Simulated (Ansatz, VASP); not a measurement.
## Two plane-wave programs on PtS2

```
CELL_PARAMETERS angstrom
3.45356 0.00000 0.00000
-1.72678 2.99087 0.00000
0.00000 0.00000 7.52531
ATOMIC_POSITIONS crystal
Pt 0.00000 0.00000 0.00000
S 0.33333 0.66667 0.17261
S 0.66667 0.33333 0.82739
```

Alike in both runs: functional PBE; k mesh 12 × 12 × 6; occupations gaussian, width 0.05 eV; no spin polarisation.

Ansatz relaxed the structure, and its values are those at the end. VASP's run is a single point on that final structure, the one shown.

|  | VASP | Ansatz |
| --- | --- | --- |
| version | VASP 6.6.1 | Ansatz 0.2.0 |
| potentials or method | VASP PAW PBE potentials, release 64 (Pt, S), cutoff 520 eV | scalar-relativistic, plane waves, PAW |
| valence electrons in the cell | 22 | 30 |

```tsv
	VASP	Ansatz	Ansatz less VASP
gap on the k mesh at the Fermi level (eV)	1.73	1.73	+0.002
least direct gap on the mesh (eV)	1.90	1.90	-0.004
pressure (GPa)	3.2	3.6	+0.36
rms of the force components (eV/Å)	0.021	0.001	-0.0202
```

VASP's potentials hold 22 valence electrons a cell and Ansatz's 30, so a difference there can come from the potentials and not from the codes. Ansatz's warnings: stress scf threshold loose.

Spin-orbit coupling is off throughout.
